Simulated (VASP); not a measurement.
# Y (P6_3/mmc) in VASP: a series of runs

Y is run at these levels: PBEsol; tasks: single point, relaxation of cell and atoms.

Program: VASP 6.6.1. These are calculated values, not measurements. Logs are shortened: lines on timing, memory, paths and dates and some standing lists are left out, and cuts for length are marked.

## 1. The cell of the first run

The structure is hexagonal, space group P6_3/mmc (No. 194). Conventional cell: a = 3.596 Å, b = 3.596 Å, c = 5.585 Å, α = 90.00°, β = 90.00°, γ = 120.00°. Y (site symmetry -6m2) has 12 Y at 3.48 to 3.60 Å within 4.6 Å.

## 2. Single point, PBEsol

INCAR reads:

```
ALGO = Normal
EDIFF = 1E-6
ENCUT = 500
GGA = PS
GGA_COMPAT = F
ISIF = 2
ISMEAR = 0
LASPH = T
LCHARG = F
LREAL = F
LWAVE = F
NBANDS = 18
NELM = 120
PREC = Accurate
SIGMA = 0.05
```

KPOINTS reads:

```
k-points
0
Gamma
  14 14 8
```

POSCAR reads:

```
Y
1.0
    3.5957150463      0.0000000000      0.0000000000
   -1.7978575231      3.1139805748      0.0000000000
    0.0000000000      0.0000000000      5.5850466176
Y
2
Direct
    0.3333333333      0.6666666667      0.7500000000
    0.6666666667      0.3333333333      0.2500000000
```

Potentials or basis: VASP PAW PBE potentials, release 64 (Y_sv).

The run is started by

```bash
$ cat potpaw_PBE.64/Y_sv/POTCAR > POTCAR
$ mpirun -np 1 vasp_std > vasp.out
```

OUTCAR:

```text
EDIFF = 1E-6
   ENCUT = 500
   GGA = PS
   ISIF = 2
   ISMEAR = 0
   LASPH = T
   LREAL = F
   NELM = 120
   PREC = Accurate

 ion  position               nearest neighbor table
   1  0.333  0.667  0.750-   2 3.48   2 3.48   2 3.48   2 3.48   2 3.48   2 3.48
   2  0.667  0.333  0.250-   1 3.48   1 3.48   1 3.48   1 3.48   1 3.48   1 3.48

  LATTYP: Found a hexagonal cell.
 ALAT       =     3.5957150463
 C/A-ratio  =     1.5532506179

  Lattice vectors:

 A1 = (   3.5957150463,   0.0000000000,   0.0000000000)
 A2 = (  -1.7978575231,   3.1139805748,   0.0000000000)
 A3 = (   0.0000000000,   0.0000000000,   5.5850466176)

Analysis of symmetry for initial positions (statically):
=====================================================================
 Subroutine PRICEL returns:
 Original cell was already a primitive cell.

 Routine SETGRP: Setting up the symmetry group for a
 hexagonal supercell.

 Subroutine GETGRP returns: Found 24 space group operations
 (whereof 12 operations were pure point group operations)
 out of a pool of 24 trial point group operations.

The static configuration has the point symmetry D_3d.
 The point group associated with its full space group is D_6h.

Analysis of symmetry for dynamics (positions and initial velocities):
=====================================================================
 Subroutine PRICEL returns:
 Original cell was already a primitive cell.

 Routine SETGRP: Setting up the symmetry group for a
 hexagonal supercell.

 Subroutine GETGRP returns: Found 24 space group operations
 (whereof 12 operations were pure point group operations)
 out of a pool of 24 trial point group operations.

The dynamic configuration has the point symmetry D_3d.
 The point group associated with its full space group is D_6h.

 Subroutine INISYM returns: Found 24 space group operations
 (whereof 12 operations are pure point group operations),
 and found     1 'primitive' translations

----------------------------------------------------------------------------------------

                                     Primitive cell

  volume of cell :      62.5357

  direct lattice vectors                    reciprocal lattice vectors
     3.595715046  0.000000000  0.000000000     0.278108801  0.160566191  0.000000000
    -1.797857523  3.113980575  0.000000000     0.000000000  0.321132382  0.000000000
     0.000000000  0.000000000  5.585046618     0.000000000  0.000000000  0.179049535

  length of vectors
     3.595715046  3.595715046  5.585046618     0.321132382  0.321132382  0.179049535

  position of ions in fractional coordinates (direct lattice)
     0.333333333  0.666666667  0.750000000
     0.666666667  0.333333333  0.250000000

  ion indices of the primitive-cell ions
   primitive index   ion index
                 1           1
                 2           2

----------------------------------------------------------------------------------------

 KPOINTS: k-points

Automatic generation of k-mesh.
 Grid dimensions read from file:
 generate k-points for:   14   14    8

 Generating k-lattice:

  Cartesian coordinates                     Fractional coordinates (reciprocal lattice)
     0.019864914  0.011469014  0.000000000     0.071428571  0.000000000  0.000000000
     0.000000000  0.022938027  0.000000000     0.000000000  0.071428571  0.000000000
     0.000000000  0.000000000  0.022381192     0.000000000  0.000000000  0.125000000

  Length of vectors
     0.022938027  0.022938027  0.022381192

  Shift w.r.t. Gamma in fractional coordinates (k-lattice)
     0.000000000  0.000000000  0.000000000

 Subroutine IBZKPT returns following result:
 ===========================================

 Found    120 irreducible k-points:

 Following reciprocal coordinates:
            Coordinates               Weight
  0.000000  0.000000  0.000000      1.000000
  0.071429 -0.000000  0.000000      6.000000
  0.142857  0.000000  0.000000      6.000000
  0.214286  0.000000  0.000000      6.000000
  0.285714  0.000000  0.000000      6.000000
  0.357143 -0.000000  0.000000      6.000000
[... 16 lines left out ...]
  0.285714  0.285714  0.000000      6.000000
  0.357143  0.285714  0.000000      6.000000
 [... further k-points ...]
   k-points           NKPTS =    120   k-points in BZ     NKDIM =    120   number of bands    NBANDS=     18
   number of dos      NEDOS =    301   number of ions     NIONS =      2
   total plane-waves  NPLWV =  32928
   dimension x,y,z NGX =    28 NGY =   28 NGZ =   42
   dimension x,y,z NGXF=    56 NGYF=   56 NGZF=   84
   ions per type =               2
   NGX,Y,Z   is equivalent  to a cutoff of  12.95, 12.95, 12.50 a.u.
   NGXF,Y,Z  is equivalent  to a cutoff of  25.89, 25.89, 25.00 a.u.
 SYSTEM =  unknown system
   PREC   = accura    normal or accurate (medium, high low for compatibility)
   ISTART =      0    job   : 0-new  1-cont  2-samecut
   ICHARG =      2    charge: 1-file 2-atom 10-const
   ISPIN  =      1    spin polarized calculation?
   LNONCOLLINEAR =      F non collinear calculations
   LSORBIT =      F    spin-orbit coupling
   LASPH  =      T    aspherical Exc in radial PAW
   ENCUT  =  500.0 eV  36.75 Ry    6.06 a.u.   6.56  6.56 10.18*2*pi/ulx,y,z
   NELM   =    120;   NELMIN=  2; NELMDL= -5     # of ELM steps
   EDIFF  = 0.1E-05   stopping-criterion for ELM
   LREAL  =      F    real-space projection
   EDIFFG = 0.1E-04   stopping-criterion for IOM
   NSW    =      0    number of steps for IOM
   IBRION =     -1    ionic relax: 0-MD 1-quasi-New 2-CG
   NFREE  =      0    steps in history (QN), initial steepest desc. (CG)
   ISIF   =      2    stress and relaxation
   ISYM   =      2    0-nonsym 1-usesym 2-fastsym
   POTIM  = 0.5000    time-step for ionic-motion
   TEBEG  =    0.0;   TEEND  =   0.0 temperature during run
   PSTRESS=    0.0 pullay stress
   NELECT =      22.0000    total number of electrons
   NUPDOWN=      -1.0000    fix difference up-down
   EMIN   =  10.00;   EMAX   =-10.00  energy-range for DOS
   EFERMI =   0.00;   METHOD = LEGACY
   ISMEAR =     0;   SIGMA  =   0.05  broadening in eV -4-tet -1-fermi 0-gaus
   EFERMI_NEDOS =   21; number of points for ismear=-14 and -15
   IALGO  =     38    algorithm
   IMIX   =      4    mixing-type and parameters
     AMIX     =   0.40;   BMIX     =  1.00
     AMIX_MAG =   1.60;   BMIX_MAG =  1.00
  volume/ion in A,a.u.               =      31.27       211.01
  Fermi-wavevector in a.u.,A,eV,Ry     =   1.155686  2.183929 18.172069  1.335609
  Thomas-Fermi vector in A             =   2.292312
   LORBIT       =      0    0 simple, 1 ext, 2 COOP (PROOUT), +10 PAW based schemes
   GGA     = PS    functional components
   LHFCALC =     F    Hartree Fock is set to
   AEXX    =    0.0000 exact exchange contribution
   IVDW    =     0    specifies the selected vdW correction
   LEPSILON=     F    determine dielectric tensor
   LRPA    =     F    only Hartree local field effects (RPA)
 non-spin polarized calculation
 Gauss-broadening in eV      SIGMA  =   0.05
  energy-cutoff  :      500.00
  volume of cell :       62.54
 maximum number of plane-waves:      1640
 NGX is ok and might be reduce to    28
   NGX = 13   NGY = 13   NGZ = 21

 number of electron      22.0000002 magnetization

 Free energy of the ion-electron system (eV)
  ---------------------------------------------------
  ext. energy  EPLUGINS =         0.00000000
  ---------------------------------------------------
  free energy    TOTEN  =       -13.64408458 eV

  energy without entropy =      -13.64003662  energy(sigma->0) =      -13.64206060

 E-fermi :   3.1164     XC(G=0):  -9.7274

 val. band max:        3.1159685092   @ k =   0.4286   0.0000   0.2500
 cond. band min:       3.1190538784   @ k =   0.1429   0.1429   0.3750
 fundamental gap:      0.0030853692
 Fermi energy:         3.1163969162

 k-point     1 :       0.0000    0.0000    0.0000
  band No.  band energies     occupation
      1     -39.3555      2.00000
      2     -39.2602      2.00000
      3     -19.7256      2.00000
      4     -19.1608      2.00000
      5     -19.1608      2.00000
      6     -19.0503      2.00000
[... 10 lines left out ...]
     17       5.9500      0.00000
     18       5.9500      0.00000

 k-point     2 :       0.0714   -0.0000    0.0000
  band No.  band energies     occupation
      1     -39.3523      2.00000
      2     -39.2592      2.00000
      3     -19.7148      2.00000
      4     -19.1823      2.00000
      5     -19.1683      2.00000
      6     -19.0730      2.00000
[... 10 lines left out ...]
     17       5.7977      0.00000
     18       5.8386      0.00000

 k-point     3 :       0.1429    0.0000    0.0000
  band No.  band energies     occupation
      1     -39.3434      2.00000
      2     -39.2565      2.00000
      3     -19.6834      2.00000
      4     -19.2425      2.00000
      5     -19.1887      2.00000
      6     -19.1355      2.00000
[... 10 lines left out ...]
     17       5.8602      0.00000
     18       5.9458      0.00000

 k-point     4 :       0.2143    0.0000    0.0000
  band No.  band energies     occupation
      1     -39.3300      2.00000
      2     -39.2530      2.00000
      3     -19.6345      2.00000
      4     -19.3299      2.00000
      5     -19.2226      2.00000
      6     -19.2170      2.00000
[... 375 lines left out ...]
      4     -19.4303      2.00000
      5     -19.3779      2.00000
      6     -19.3698      2.00000
[... 10 lines left out ...]
     17       8.2353      0.00000
     18       8.6011      0.00000

 k-point    23 :       0.2857    0.2857    0.0000
  band No.  band energies     occupation
      1     -39.2708      2.00000
      2     -39.2533      2.00000
      3     -19.5233      2.00000
      4     -19.4384      2.00000
      5     -19.3690      2.00000
      6     -19.3658      2.00000
[... 10 lines left out ...]
     17       8.1221      0.00000
     18       8.5456      0.00000

 k-point    24 :       0.3571    0.2857    0.0000
  band No.  band energies     occupation
      1     -39.2646      2.00000
      2     -39.2569      2.00000
      3     -19.5263      2.00000
      4     -19.4080      2.00000
      5     -19.4064      2.00000
      6     -19.3303      2.00000
[... 10 lines left out ...]
     17       8.1730      0.00000
     18       8.4993      0.00000

 [... further k-points ...]

------------------------ aborting loop because EDIFF is reached ----------------------------------------

  FORCE on cell =-STRESS in cart. coord.  units (eV):
  Direction    XX          YY          ZZ          XY          YZ          ZX
  --------------------------------------------------------------------------------------
  -------------------------------------------------------------------------------------
  Total       -0.0128025     -0.0128025     -0.0847439     -0.0000000      0.0000000      0.0000000
  in kB       -0.3280030     -0.3280030     -2.1711574     -0.0000000      0.0000000      0.0000000
  external PRESSURE =      -0.9423878 kB  Pullay stress =       0.0000000 kB

 VOLUME and BASIS-vectors are now :
 -----------------------------------------------------------------------------
  energy-cutoff  :      500.00
  volume of cell :       62.54
      direct lattice vectors                 reciprocal lattice vectors
     3.595715046  0.000000000  0.000000000     0.278108801  0.160566191  0.000000000
    -1.797857523  3.113980575  0.000000000     0.000000000  0.321132382  0.000000000
     0.000000000  0.000000000  5.585046618     0.000000000  0.000000000  0.179049535

 POSITION                                       TOTAL-FORCE (eV/Angst)
 -----------------------------------------------------------------------------------
     -0.00000      2.07599      4.18878        -0.000000      0.000000      0.000000
      1.79786      1.03799      1.39626         0.000000     -0.000000      0.000000
 -----------------------------------------------------------------------------------
    total drift:                                0.000000     -0.000000      0.000000

  FREE ENERGIE OF THE ION-ELECTRON SYSTEM (eV)
  ---------------------------------------------------
  free  energy   TOTEN  =       -13.6440845837 eV

  energy  without entropy=      -13.6400366215  energy(sigma->0) =      -13.64206060
```

Wall time 54 s (1 thread of Intel Xeon 6975P-C (Granite Rapids), shared host); peak memory 0.26 GiB.

Results:

```
Free energy            : -13.6441 eV
Pressure               : -0.1 GPa
Band gap on the k mesh : zero (bands 11 and 12 overlap by 1.60 eV)
```

Caveat: the PAW data sets were made with another functional, which shifts forces and pressure a little.

## 3. Relaxation of cell and atoms, PBEsol

This run uses another cell than the first one, of 33.08 Å³/atom.

INCAR reads:

```
PREC = Accurate
ENCUT = 500
EDIFF = 1E-7
ISMEAR = 0
SIGMA = 0.05
LREAL = False
LASPH = True
NELM = 120
ALGO = Normal
ISIF = 3
LWAVE = False
LCHARG = False
GGA = PS
IBRION = 2
NSW = 80
EDIFFG = -0.01
GGA_COMPAT = False
NELMIN = 4
```

KPOINTS reads:

```
regular mesh
0
Gamma
  14 14 8
```

POSCAR reads:

```
Y
1.0
    3.6500000000      0.0000000000      0.0000000000
   -1.8250000000      3.1609927238      0.0000000000
    0.0000000000      0.0000000000      5.7341500000
Y
2
Direct
    0.3333333333      0.6666666667      0.7500000000
    0.6666666667      0.3333333333      0.2500000000
```

Potentials or basis: VASP PAW PBE potentials, release 64 (Y_sv).

The run is started by

```bash
$ cat potpaw_PBE.64/Y_sv/POTCAR > POTCAR
$ mpirun -np 1 vasp_std > vasp.out
```

Wall time 4 min (1 thread of Intel Xeon 6975P-C (Granite Rapids), shared host); peak memory 0.26 GiB.

It converged, with:

```
Free energy                           : -13.6445 eV
Relaxed volume                        : 31.23 Å³/atom
Relaxed cell                          : a = 3.598 Å, b = 3.598 Å, c = 5.572 Å, α = 90.00°, β = 90.00°, γ = 120.00°
Space group after relaxing (to 0.1 Å) : P6_3/mmc (No. 194)
Energy gained by relaxing             : 14.8 meV/atom
Ionic steps                           : 6
Pressure after relaxing               : 0.0 GPa
Band gap on the k mesh                : zero (bands 11 and 12 overlap by 1.63 eV)
```

Step by step:
| step | energy change (eV) | largest force (eV/Å) | pressure (GPa) | volume (Å³) |
| --- | --- | --- | --- | --- |
| 1 | 0.0000 | 0.0000 | -2.29 | 66.16 |
| 2 | -0.0285 | 0.0000 | 0.44 | 61.74 |
| 3 | -0.0293 | 0.0000 | 0.04 | 62.32 |
| 4 | -0.0293 | 0.0000 | -0.01 | 62.40 |
| 5 | -0.0296 | 0.0000 | -0.03 | 62.43 |
| 6 | -0.0297 | 0.0000 | -0.04 | 62.45 |

Final structure:
```
CELL_PARAMETERS angstrom
3.59755 0.00000 0.00000
-1.79877 3.11557 0.00000
0.00000 0.00000 5.57194
ATOMIC_POSITIONS crystal
Y 0.33333 0.66667 0.75000
Y 0.66667 0.33333 0.25000
```

Levels at points of the mesh, in eV from the Fermi level:
```tsv
k point	band 9	band 10	band 11	band 12	band 13	band 14
(0.00, 0.00, 0.00)	-4.77	-1.92	1.16	1.77	1.77	2.21
(0.50, 0.00, 0.00)	-1.71	-1.28	-0.86	-0.04	1.44	1.54
(0.00, 0.00, 0.50)	-3.24	-3.24	1.03	1.03	1.67	1.67
(0.50, 0.00, 0.50)	-1.72	-1.72	0.09	0.09	1.53	1.53
```

Caveat: the PAW data sets were made with another functional, which shifts forces and pressure a little.
